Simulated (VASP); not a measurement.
## HfNbSe4: single point with PBE

The system is HfNbSe4.

```
Hf Nb Se
1.0
     4.52732    0.00000    0.00000
    -2.26366    3.92077    0.00000
     0.00000    0.00000    8.91071
Hf Nb Se
1 1 4
Direct
  0.00000 0.00000 0.15954
  0.00000 0.00000 0.82463
  0.33333 0.66667 0.68268
  0.66667 0.33333 0.68268
  0.33333 0.66667 0.04505
  0.66667 0.33333 0.04505
```

The cell was built from a structure type or drawn by symmetry, and may not be a known phase.

```yaml
Program: VASP 6.6.1
Task: single point
Functional: PBE
Potentials_or_basis: VASP PAW PBE potentials, release 64 (Hf_pv, Nb_sv, Se)
Cutoff: 520 eV
k_mesh: 6 × 6 × 2
Occupations: gaussian, width 0.1 eV
Spin: collinear spin
Starting_moments: "[0.04, 0.37, 0.0, 0.0, 0.01, 0.01] μB"
```

```yaml
Pressure: 3.9 GPa
Largest_force: 2.393 eV/Å
Net_moment: 0.00 μB per cell
Valence_electrons_inside_the_program's_atomic_spheres: Hf 8.14; Nb 10.49; Se 3.80, 3.89 (each value once)
```

Forces in eV/Å, atoms in the order of the input:
```
Hf   0.000  0.000 -2.393
Nb   0.000  0.000 -0.952
Se   0.000  0.000  0.366
Se   0.000  0.000  0.366
Se   0.000  0.000  1.307
Se   0.000  0.000  1.307
```

Stress tensor (GPa, compression positive):
```
 7.75  0.00  0.00
 0.00  7.75  0.00
 0.00  0.00 -3.92
```

Levels at points of the mesh, in eV from the Fermi level:
Spin up:
| k point | band 20 | band 21 | band 22 | band 23 | band 24 | band 25 | band 26 | band 27 | band 28 | band 29 |
| --- | --- | --- | --- | --- | --- | --- | --- | --- | --- | --- |
| (0.00, 0.00, 0.00) | -2.11 | -2.11 | -1.76 | -1.33 | -0.03 | 0.16 | 0.16 | 0.49 | 2.17 | 2.17 |
| (0.50, 0.00, 0.00) | -1.64 | -0.79 | -0.75 | -0.54 | 0.00 | 0.12 | 0.60 | 0.65 | 1.19 | 1.41 |
| (0.00, 0.00, 0.50) | -2.11 | -2.11 | -1.73 | -1.48 | 0.18 | 0.18 | 0.43 | 0.87 | 2.16 | 2.16 |
| (0.50, 0.00, 0.50) | -1.64 | -0.83 | -0.75 | -0.50 | -0.02 | 0.10 | 0.49 | 0.87 | 1.38 | 1.43 |
Spin down:
```csv
k point,band 22,band 23,band 24,band 25,band 26,band 27
"(0.00, 0.00, 0.00)",-1.76,-1.33,-0.03,0.16,0.16,0.49
"(0.50, 0.00, 0.00)",-0.75,-0.54,0.00,0.12,0.60,0.65
"(0.00, 0.00, 0.50)",-1.73,-1.49,0.18,0.18,0.43,0.87
"(0.50, 0.00, 0.50)",-0.75,-0.50,-0.02,0.10,0.49,0.87
```

Run time: 3.3 min on 1 thread of AMD EPYC 9R45 96-Core Processor (Zen 5), on a shared host, peak memory 0.4 GiB.

Caveat: the cell stands under pressure; spin-orbit coupling is left out, which moves the levels of the heavy elements; forces of over 1 eV/Å act on the atoms, so gaps and moduli don't describe the material at rest.
